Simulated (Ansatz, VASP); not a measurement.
## One calculation of C, two programs

```
C
1.0
     2.46062    0.00000    0.00000
    -1.23031    2.13096    0.00000
     0.00000    0.00000    8.40566
C
8
Direct
  0.00000 0.00000 0.09586
  0.00000 0.00000 0.59586
  0.00000 0.00000 0.40414
  0.00000 0.00000 0.90414
  0.33333 0.66667 0.15327
  0.66667 0.33333 0.65327
  0.33333 0.66667 0.34673
  0.66667 0.33333 0.84673
```

Change from the starting cell: mode 21 frozen in at +0.024 Å, strain +e along z and -e/2 along x and y +0.0233.

Alike in both runs: task single point; functional LDA; k mesh 12 × 12 × 4; occupations gaussian, width 0.05 eV; no spin polarisation.

```csv
,VASP,Ansatz
version,VASP 6.6.1,Ansatz 0.2.0
potentials or method,"VASP PAW LDA potentials, release 64 (C), cutoff 520 eV","scalar-relativistic, plane waves, PAW"
valence electrons in the cell,32,32
```

Ansatz gave:

* gap on the k mesh at the Fermi level (eV): 3.43
* least direct gap on the mesh (eV): 3.43
* pressure (GPa): 3.1
* traceless stress, the component that is largest in VASP (GPa): -27.87
* rms of the force components (eV/Å): 0.821

Question: Which values does VASP return?

Answer: gap on the k mesh at the Fermi level (eV): 3.43; least direct gap on the mesh (eV): 3.43; pressure (GPa): 4.9; traceless stress, the component that is largest in VASP (GPa): -28.24; rms of the force components (eV/Å): 0.834.

Ansatz warns that its potentials were made for another functional, while VASP's fit it. LDA's correlation is that of Perdew and Zunger in VASP and of Perdew and Wang (1992) in Ansatz. Atom by atom the forces differ by 0.013 eV/Å (rms over components).
